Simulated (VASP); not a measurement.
Wanted: the native input for a VASP 6.6.1 run.

| Item | Value |
| --- | --- |
| Task | single point |
| Functional | PBEsol |
| Potentials or basis | VASP PAW PBE potentials, release 64 (Si, Ni) |
| Cutoff | 520 eV |
| k mesh | 10 × 10 × 10 |
| Occupations | gaussian, width 0.15 eV |
| Spin | no spin polarisation |
| Dipole correction | no |
| Further INCAR settings | ALGO = Normal; EDIFF = 1e-06; NBANDS = 38 |

The structure of SiNi lies in POSCAR:

```
SiNi
1.0
    4.4679770072      0.0000000000      0.0000000000
    0.0000000000      4.4679770072      0.0000000000
    0.0000000000      0.0000000000      4.4679770072
Si Ni
4 4
Direct
    0.8690779513      0.8690779513      0.8690779513
    0.6309220487      0.1309220487      0.3690779513
    0.3690779513      0.6309220487      0.1309220487
    0.1309220487      0.3690779513      0.6309220487
    0.1481083823      0.1481083823      0.1481083823
    0.3518916177      0.8518916177      0.6481083823
    0.6481083823      0.3518916177      0.8518916177
    0.8518916177      0.6481083823      0.3518916177
```

This cell differs from its parent crystal: mode 21 (324.1 1/cm) frozen in, largest displacement +0.175 Å.

The input as run:

INCAR

```
PREC = Accurate
ENCUT = 520
EDIFF = 1E-6
ISMEAR = 0
SIGMA = 0.15
LREAL = F
LASPH = T
NELM = 60
ALGO = Normal
ISIF = 2
LWAVE = F
LCHARG = F
GGA = PS
NBANDS = 38
```

KPOINTS

```
regular mesh
0
Gamma
  10 10 10
```

Potentials or basis: VASP PAW PBE potentials, release 64 (Si, Ni).

Run with:

```sh
$ cat potpaw_PBE.64/Si/POTCAR potpaw_PBE.64/Ni/POTCAR > POTCAR
$ mpirun -np 1 vasp_std > vasp.out
```

Results of the run:

The pressure is 3.5 GPa. The largest force is 2.054 eV/Å and the band gap on the k mesh is zero (band 28 reaches 13.10 eV, above the bottom of band 29 at 12.01 eV).

Caveat: the cell differs from its parent crystal (mode 21 (324.1 1/cm) frozen in, largest displacement +0.175 Å); the PAW data sets were made with another functional, which shifts forces and pressure a little.

Wall time 2 min on 1 thread of Intel(R) Xeon(R) 6975P-C (Granite Rapids) (shared host), peak memory 0.33 GiB.
